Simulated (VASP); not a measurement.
# Co (Fm-3m) in VASP: notebook, part 3 of 3

VASP 6.6.1.

**6. Electric field gradients, PBE, collinear spin, ferromagnetic start (volume scaled by 1.02)**

The input, INCAR:

```
SYSTEM = Co
ALGO = Normal
EDIFF = 1E-8
ENCUT = 520
GGA = PE
ISIF = 2
ISMEAR = -1
ISPIN = 2
LASPH = .TRUE.
LCHARG = .FALSE.
LEFG = .TRUE.
LMAXMIX = 4
LORBIT = 11
LREAL = .FALSE.
LWAVE = .FALSE.
MAGMOM = 2
NBANDS = 14
NELM = 150
PREC = Accurate
SIGMA = 0.08
```

The input, KPOINTS:

```
k-points
0
G
  16 16 16
  0 0 0
```

The input, POSCAR:

```
Co
1.0
    0.0000000000      1.8075923996      1.8075923996
    1.8075923996      0.0000000000      1.8075923996
    1.8075923996      1.8075923996      0.0000000000
Co
1
Direct
    0.0000000000      0.0000000000      0.0000000000
```

Potentials or basis: VASP PAW PBE potentials, release 64 (Co).

Launch:

```sh
cat potpaw_PBE.64/Co/POTCAR > POTCAR
mpirun -np 1 vasp_std > vasp.out
```

OUTCAR:

```text
SYSTEM = Co
   EDIFF = 1E-8
   ENCUT = 520
   GGA = PE
   ISIF = 2
   ISMEAR = -1
   ISPIN = 2
   LASPH = .TRUE.
   LORBIT = 11
   LREAL = .FALSE.
   NELM = 150
   PREC = Accurate

 ion  position               nearest neighbor table
   1  0.000  0.000  0.000-

  LATTYP: Found a face centered cubic cell.
 ALAT       =     3.6151847992

  Lattice vectors:

 A1 = (   0.0000000000,   1.8075923996,   1.8075923996)
 A2 = (   1.8075923996,   0.0000000000,   1.8075923996)
 A3 = (   1.8075923996,   1.8075923996,   0.0000000000)

Analysis of symmetry for initial positions (statically):
=====================================================================
 Subroutine PRICEL returns:
 Original cell was already a primitive cell.

 Routine SETGRP: Setting up the symmetry group for a
 face centered cubic supercell.

 Subroutine GETGRP returns: Found 48 space group operations
 (whereof 48 operations were pure point group operations)
 out of a pool of 48 trial point group operations.

The static configuration has the point symmetry O_h .

Analysis of symmetry for dynamics (positions and initial velocities):
=====================================================================
 Subroutine PRICEL returns:
 Original cell was already a primitive cell.

 Routine SETGRP: Setting up the symmetry group for a
 face centered cubic supercell.

 Subroutine GETGRP returns: Found 48 space group operations
 (whereof 48 operations were pure point group operations)
 out of a pool of 48 trial point group operations.

The dynamic configuration has the point symmetry O_h .

Analysis of structural, dynamic, and magnetic symmetry:
=====================================================================
 Subroutine PRICEL returns:
 Original cell was already a primitive cell.

 Routine SETGRP: Setting up the symmetry group for a
 face centered cubic supercell.

 Subroutine GETGRP returns: Found 48 space group operations
 (whereof 48 operations were pure point group operations)
 out of a pool of 48 trial point group operations.

The overall configuration has the point symmetry O_h .

 Subroutine INISYM returns: Found 48 space group operations
 (whereof 48 operations are pure point group operations),
 and found     1 'primitive' translations

----------------------------------------------------------------------------------------

                                     Primitive cell

  volume of cell :      11.8122

  direct lattice vectors                    reciprocal lattice vectors
     0.000000000  1.807592400  1.807592400    -0.276611033  0.276611033  0.276611033
     1.807592400  0.000000000  1.807592400     0.276611033 -0.276611033  0.276611033
     1.807592400  1.807592400  0.000000000     0.276611033  0.276611033 -0.276611033

  length of vectors
     2.556321687  2.556321687  2.556321687     0.479104362  0.479104362  0.479104362

  position of ions in fractional coordinates (direct lattice)
     0.000000000  0.000000000  0.000000000

  ion indices of the primitive-cell ions
   primitive index   ion index
                 1           1

----------------------------------------------------------------------------------------

 KPOINTS: k-points

Automatic generation of k-mesh.
 Grid dimensions read from file:
 generate k-points for:   16   16   16

 Generating k-lattice:

[... 111 lines left out ...]
 cond. band min:       9.2182860632   @ k =   0.2500   0.1250   0.0625
 fundamental gap:      0.0004195894
 Fermi energy:         9.2180740069

 spin component 1

 k-point     1 :       0.0000    0.0000    0.0000
  band No.  band energies     occupation
      1       0.6743      1.00000
      2       6.5824      1.00000
      3       6.5824      1.00000
      4       6.5824      1.00000
      5       7.4482      1.00000
      6       7.4482      1.00000
      7      31.5216      0.00000
      8      35.2125      0.00000
      9      35.2125      0.00000
     10      35.2125      0.00000
     11      38.0901      0.00000
     12      38.0901      0.00000
     13      38.0901      0.00000
     14      40.9189      0.00000
[... 379 lines left out ...]
      3       6.6632      1.00000
      4       6.6788      1.00000
      5       7.3685      1.00000
      6       7.4668      1.00000
      7      30.3266      0.00000
      8      31.9034      0.00000
      9      34.0369      0.00000
     10      35.7568      0.00000
     11      38.2410      0.00000
     12      38.3101      0.00000
     13      41.0235      0.00000
     14      43.1911      0.00000

 [... further k-points ...]

 spin component 2

 k-point     1 :       0.0000    0.0000    0.0000
  band No.  band energies     occupation
      1       0.6811      1.00000
      2       8.2103      1.00000
      3       8.2103      1.00000
      4       8.2103      1.00000
      5       9.5388      0.01783
      6       9.5388      0.01783
      7      31.1663      0.00000
      8      35.3949      0.00000
      9      35.3949      0.00000
     10      35.3949      0.00000
     11      38.3732      0.00000
     12      38.3732      0.00000
     13      38.3732      0.00000
     14      40.5075      0.00000
[... 379 lines left out ...]
      3       8.3010      0.99999
      4       8.3167      0.99999
      5       9.4414      0.05776
      6       9.5521      0.01513
      7      30.2511      0.00000
      8      32.0874      0.00000
      9      34.1389      0.00000
     10      35.9410      0.00000
     11      38.2959      0.00000
     12      38.5126      0.00000
     13      41.0868      0.00000
     14      43.5660      0.00000

 [... further k-points ...]

------------------------ aborting loop because EDIFF is reached ----------------------------------------

  FORCE on cell =-STRESS in cart. coord.  units (eV):
  Direction    XX          YY          ZZ          XY          YZ          ZX
  --------------------------------------------------------------------------------------
  -------------------------------------------------------------------------------------
  Total       -1.0140098     -1.0140098     -1.0140098      0.0000000     -0.0000000      0.0000000
  in kB     -137.5375246   -137.5375246   -137.5375246      0.0000000     -0.0000000      0.0000000
  external PRESSURE =    -137.5375246 kB  Pullay stress =       0.0000000 kB

 VOLUME and BASIS-vectors are now :
 -----------------------------------------------------------------------------
  energy-cutoff  :      520.00
  volume of cell :       11.81
      direct lattice vectors                 reciprocal lattice vectors
     0.000000000  1.807592400  1.807592400    -0.276611033  0.276611033  0.276611033
     1.807592400  0.000000000  1.807592400     0.276611033 -0.276611033  0.276611033
     1.807592400  1.807592400  0.000000000     0.276611033  0.276611033 -0.276611033

 POSITION                                       TOTAL-FORCE (eV/Angst)
 -----------------------------------------------------------------------------------
      0.00000      0.00000      0.00000         0.000000      0.000000      0.000000
 -----------------------------------------------------------------------------------
    total drift:                                0.000000      0.000000      0.000000

  FREE ENERGIE OF THE ION-ELECTRON SYSTEM (eV)
  ---------------------------------------------------
  free  energy   TOTEN  =        -6.9873119825 eV

  energy  without entropy=       -6.9603172852  energy(sigma->0) =       -6.97381463

 Electric field gradients (V/A^2)
---------------------------------------------------------------------
 ion       V_xx      V_yy      V_zz      V_xy      V_xz      V_yz
---------------------------------------------------------------------
   1       0.000    -0.000    -0.000     0.000     0.000     0.000
---------------------------------------------------------------------

 Electric field gradients after diagonalization (V/A^2)
 (convention: |V_zz| > |V_xx| > |V_yy|)
----------------------------------------------------------------------
 ion       V_xx      V_yy      V_zz     asymmetry (V_yy - V_xx)/ V_zz
----------------------------------------------------------------------
   1      -0.000    -0.000     0.000       0.000
----------------------------------------------------------------------

           NMR quadrupolar parameters

 Cq : quadrupolar parameter    Cq=e*Q*V_zz/h
 eta: asymmetry parameters     (V_yy - V_xx)/ V_zz
 Q  : nuclear electric quadrupole moment in mb (millibarn)
----------------------------------------------------------------------
 ion       Cq(MHz)       eta       Q (mb)
----------------------------------------------------------------------
   1       0.000       0.000       1.000
----------------------------------------------------------------------

 total charge

# of ion       s       p       d       tot
------------------------------------------
    1        0.457   0.455   7.206   8.118

 magnetization (x)

# of ion       s       p       d       tot
------------------------------------------
    1       -0.011  -0.046   1.800   1.743
```

OSZICAR:

```text
N       E                     dE             d eps       ncg     rms          rms(c)
DAV:   1     0.271153303316E+02    0.27115E+02   -0.37878E+03  8446   0.745E+02
DAV:   2    -0.678934918738E+01   -0.33905E+02   -0.31368E+02  9020   0.143E+02
DAV:   3    -0.802589349437E+01   -0.12365E+01   -0.12246E+01 10106   0.285E+01
DAV:   4    -0.803605757245E+01   -0.10164E-01   -0.10161E-01  9896   0.240E+00
DAV:   5    -0.803624811972E+01   -0.19055E-03   -0.19054E-03 10874   0.301E-01    0.977E+00
DAV:   6    -0.726158135955E+01    0.77467E+00   -0.14361E+01 11264   0.414E+01    0.532E+00
DAV:   7    -0.700082417146E+01    0.26076E+00   -0.19854E+00 10232   0.140E+01    0.247E+00
DAV:   8    -0.699422180016E+01    0.66024E-02   -0.15657E-02 10414   0.802E-01    0.121E+00
DAV:   9    -0.698737744331E+01    0.68444E-02   -0.95162E-03 11782   0.674E-01    0.332E-01
DAV:  10    -0.698729680963E+01    0.80634E-04   -0.64608E-04 11764   0.170E-01    0.857E-02
DAV:  11    -0.698730856849E+01   -0.11759E-04   -0.28113E-04 12008   0.138E-01    0.527E-02
DAV:  12    -0.698731048339E+01   -0.19149E-05   -0.38292E-06 10088   0.198E-02    0.295E-02
DAV:  13    -0.698731181338E+01   -0.13300E-05   -0.37122E-06 11102   0.124E-02    0.304E-03
DAV:  14    -0.698731199420E+01   -0.18082E-06   -0.89362E-08 10578   0.236E-03    0.420E-04
DAV:  15    -0.698731198208E+01    0.12121E-07   -0.44844E-09  7220   0.603E-04    0.386E-04
DAV:  16    -0.698731198245E+01   -0.37528E-09   -0.13274E-09  5470   0.275E-04
   1 F= -.69873120E+01 E0= -.69738146E+01  d E =-.269947E-01  mag=     1.7106
```

stdout:

```text
POSCAR found type information on POSCAR Co
 POSCAR found :  1 types and       1 ions
 scaLAPACK will be used
 LDA part: xc-table for (Slater+PW92), standard interpolation
 POSCAR, INCAR and KPOINTS ok, starting setup
 FFT: planning ... GRIDC
 FFT: planning ... GRID_SOFT
 FFT: planning ... GRID
 WAVECAR not read
 entering main loop
ion   1
```

Run time: 46 s. Hardware: 1 thread of Intel Xeon Platinum 8488C (Sapphire Rapids), shared host; peak memory 0.15 GiB.

What came out:

* Free energy: -6.9873 eV
* Pressure: -13.8 GPa
* Net moment: 1.71 μB per cell
* Site moments: Co +1.74 μB
* Valence electrons inside the program's atomic spheres: Co 8.12

Levels at points of the mesh, in eV from the Fermi level:
Spin up:
| k point | band 3 | band 4 | band 5 | band 6 | band 7 | band 8 |
| --- | --- | --- | --- | --- | --- | --- |
| (0.00, 0.00, 0.00) | -2.64 | -2.64 | -1.77 | -1.77 | 22.30 | 25.99 |
| (0.50, 0.00, 0.00) | -2.77 | -0.96 | -0.96 | -0.25 | 5.38 | 20.90 |
| (0.50, 0.50, 0.00) | -1.08 | -0.71 | -0.71 | 2.36 | 8.69 | 14.02 |
Spin down:
| k point | band 2 | band 3 | band 4 | band 5 | band 6 | band 7 |
| --- | --- | --- | --- | --- | --- | --- |
| (0.00, 0.00, 0.00) | -1.01 | -1.01 | -1.01 | 0.32 | 0.32 | 21.95 |
| (0.50, 0.00, 0.00) | -0.99 | -0.99 | -0.31 | 1.02 | 1.02 | 6.40 |
| (0.50, 0.50, 0.00) | -3.01 | 1.10 | 1.16 | 1.16 | 2.34 | 9.62 |

Caveat: without QUAD_EFG the Cq values of the log hold for a quadrupole moment of 1 mb, not for the nuclei.

**7. Electric field gradients, PBE, collinear spin, ferromagnetic start (volume scaled by 1.06)**

The input, INCAR:

```
SYSTEM = Co
PREC     = Accurate       ! precision mode
ENCUT    = 520            ! plane-wave cutoff, eV
EDIFF    = 1E-8           ! SCF threshold, eV
ISMEAR   = -1             ! smearing method
SIGMA    = 0.08           ! smearing width, eV
LREAL    = .False.        ! projectors in reciprocal space
LASPH    = .True.         ! aspherical terms in the spheres
NELM     = 150            ! most SCF steps
ALGO     = Normal         ! electronic algorithm
ISIF     = 2              ! what is computed and relaxed
LWAVE    = .False.        ! write WAVECAR
LCHARG   = .False.        ! write CHGCAR
ISPIN    = 2              ! spin polarisation
MAGMOM   = 2              ! initial moments
LORBIT   = 11             ! projections on sites
LMAXMIX  = 4              ! l up to which the mixer works
GGA      = PE             ! functional
LEFG     = .True.       
NBANDS   = 14             ! bands
```

The input, KPOINTS:

```
regular mesh
0
Gamma
  16 16 16
  0 0 0
```

The input, POSCAR:

```
Co
1.0
    0.0000000000      1.8309187452      1.8309187452
    1.8309187452      0.0000000000      1.8309187452
    1.8309187452      1.8309187452      0.0000000000
Co
1
Direct
    0.0000000000      0.0000000000      0.0000000000
```

Potentials or basis: VASP PAW PBE potentials, release 64 (Co).

Launch:

```sh
cat potpaw_PBE.64/Co/POTCAR > POTCAR
mpirun -np 1 vasp_std > vasp.out
```

OUTCAR:

```text
SYSTEM = Co
   PREC = Accurate
   ENCUT = 520
   EDIFF = 1E-8
   ISMEAR = -1
   LREAL = .False.
   LASPH = .True.
   NELM = 150
   ISIF = 2
   ISPIN = 2
   LORBIT = 11
   GGA = PE

 ion  position               nearest neighbor table
   1  0.000  0.000  0.000-

  LATTYP: Found a face centered cubic cell.
 ALAT       =     3.6618374904

  Lattice vectors:

 A1 = (   0.0000000000,   1.8309187452,   1.8309187452)
 A2 = (   1.8309187452,   0.0000000000,   1.8309187452)
 A3 = (   1.8309187452,   1.8309187452,   0.0000000000)

Analysis of symmetry for initial positions (statically):
=====================================================================
 Subroutine PRICEL returns:
 Original cell was already a primitive cell.

 Routine SETGRP: Setting up the symmetry group for a
 face centered cubic supercell.

 Subroutine GETGRP returns: Found 48 space group operations
 (whereof 48 operations were pure point group operations)
 out of a pool of 48 trial point group operations.

The static configuration has the point symmetry O_h .

Analysis of symmetry for dynamics (positions and initial velocities):
=====================================================================
 Subroutine PRICEL returns:
 Original cell was already a primitive cell.

 Routine SETGRP: Setting up the symmetry group for a
 face centered cubic supercell.

 Subroutine GETGRP returns: Found 48 space group operations
 (whereof 48 operations were pure point group operations)
 out of a pool of 48 trial point group operations.

The dynamic configuration has the point symmetry O_h .

Analysis of structural, dynamic, and magnetic symmetry:
[... 979 lines left out ...]
     10      34.8368      0.00000
     11      37.1461      0.00000
     12      37.2828      0.00000
     13      39.8951      0.00000
     14      42.2645      0.00000

 [... further k-points ...]

------------------------ aborting loop because EDIFF is reached ----------------------------------------

  FORCE on cell =-STRESS in cart. coord.  units (eV):
  Direction    XX          YY          ZZ          XY          YZ          ZX
  --------------------------------------------------------------------------------------
  -------------------------------------------------------------------------------------
  Total       -1.4155702     -1.4155702     -1.4155702      0.0000000      0.0000000      0.0000000
  in kB     -184.7586552   -184.7586552   -184.7586552      0.0000000      0.0000000      0.0000000
  external PRESSURE =    -184.7586552 kB  Pullay stress =       0.0000000 kB

 VOLUME and BASIS-vectors are now :
 -----------------------------------------------------------------------------
  energy-cutoff  :      520.00
  volume of cell :       12.28
      direct lattice vectors                 reciprocal lattice vectors
     0.000000000  1.830918745  1.830918745    -0.273086941  0.273086941  0.273086941
     1.830918745  0.000000000  1.830918745     0.273086941 -0.273086941  0.273086941
     1.830918745  1.830918745  0.000000000     0.273086941  0.273086941 -0.273086941

 POSITION                                       TOTAL-FORCE (eV/Angst)
 -----------------------------------------------------------------------------------
      0.00000      0.00000      0.00000         0.000000      0.000000      0.000000
 -----------------------------------------------------------------------------------
    total drift:                                0.000000      0.000000      0.000000

  FREE ENERGIE OF THE ION-ELECTRON SYSTEM (eV)
  ---------------------------------------------------
  free  energy   TOTEN  =        -6.9404483165 eV

  energy  without entropy=       -6.9133569056  energy(sigma->0) =       -6.92690261

 Electric field gradients (V/A^2)
---------------------------------------------------------------------
 ion       V_xx      V_yy      V_zz      V_xy      V_xz      V_yz
---------------------------------------------------------------------
   1      -0.000     0.000     0.000    -0.001    -0.001    -0.001
---------------------------------------------------------------------

 Electric field gradients after diagonalization (V/A^2)
 (convention: |V_zz| > |V_xx| > |V_yy|)
----------------------------------------------------------------------
 ion       V_xx      V_yy      V_zz     asymmetry (V_yy - V_xx)/ V_zz
----------------------------------------------------------------------
   1       0.001     0.001    -0.001       0.000
----------------------------------------------------------------------

           NMR quadrupolar parameters

 Cq : quadrupolar parameter    Cq=e*Q*V_zz/h
 eta: asymmetry parameters     (V_yy - V_xx)/ V_zz
 Q  : nuclear electric quadrupole moment in mb (millibarn)
----------------------------------------------------------------------
 ion       Cq(MHz)       eta       Q (mb)
----------------------------------------------------------------------
   1      -0.000       0.000       1.000
----------------------------------------------------------------------

 total charge

# of ion       s       p       d       tot
------------------------------------------
    1        0.444   0.427   7.186   8.057

 magnetization (x)

# of ion       s       p       d       tot
------------------------------------------
    1       -0.010  -0.045   1.834   1.779
```

stdout:

```text
POSCAR found type information on POSCAR Co
 POSCAR found :  1 types and       1 ions
 scaLAPACK will be used
 LDA part: xc-table for (Slater+PW92), standard interpolation
 POSCAR, INCAR and KPOINTS ok, starting setup
 FFT: planning ... GRIDC
 FFT: planning ... GRID_SOFT
 FFT: planning ... GRID
 WAVECAR not read
 entering main loop
ion   1
```

It took 42 s on 1 thread of Intel Xeon Platinum 8488C (Sapphire Rapids), shared host; peak memory 0.16 GiB.

Results:

```
Free energy                                           : -6.9404 eV
Pressure                                              : -18.5 GPa
Net moment                                            : 1.74 μB per cell
Site moments                                          : Co +1.78 μB
Valence electrons inside the program's atomic spheres : Co 8.06
```

Caveat: without QUAD_EFG the Cq values of the log hold for a quadrupole moment of 1 mb, not for the nuclei.

**8. Overview**

```tsv
cell	gap on the mesh (eV)	pressure (GPa)	moment (μB)
a = 2.488 Å, angles 60.0°, 1 atom	none	-0.5	1.62
a = 2.522 Å, angles 60.0°, 1 atom	none	-7.9	1.67
a = 2.540 Å, angles 60.0°, 1 atom	none	-11.0	1.69
a = 2.556 Å, angles 60.0°, 1 atom	none	-13.8	1.71
a = 2.589 Å, angles 60.0°, 1 atom	none	-18.5	1.74
```

Alike in all rows: task electric field gradients; level PBE; potentials or basis VASP PAW PBE potentials, release 64 (Co); spin collinear, ferromagnetic start; k mesh 16 × 16 × 16; cutoff (eV) 520; smearing fermi-dirac 0.08 eV.

Total energies depend on the potentials used, so only differences within one code and one set of settings carry meaning.
